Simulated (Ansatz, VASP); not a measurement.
# Mg: VASP beside Ansatz

```
Mg
1.0
    -1.75402    1.75402    1.75402
     1.75402   -1.75402    1.75402
     1.75402    1.75402   -1.75402
Mg
1
Direct
  0.00000 0.00000 0.00000
```

Alike in both runs: functional LDA; k mesh 12 × 12 × 12; occupations fermi-dirac, width 0.1 eV; no spin polarisation.

Ansatz relaxed the structure, and its values are those at the end. VASP's run is a single point on that final structure, the one shown.

```csv
,VASP,Ansatz
version,VASP 6.6.1,Ansatz 0.2.0
potentials or method,"VASP PAW LDA potentials, release 64 (Mg), cutoff 520 eV","plane waves (420 eV) with PAW, scalar-relativistic"
valence electrons in the cell,2,10
```

```csv
,VASP,Ansatz,Ansatz less VASP
pressure (GPa),-0.3,0.0,+0.33
```

Ansatz warns that its potentials were made for another functional, while VASP's fit it. LDA's correlation is that of Perdew and Zunger in VASP and of Perdew and Wang (1992) in Ansatz. VASP's potentials hold 2 valence electrons a cell and Ansatz's 10, so a difference there can come from the potentials and not from the codes.
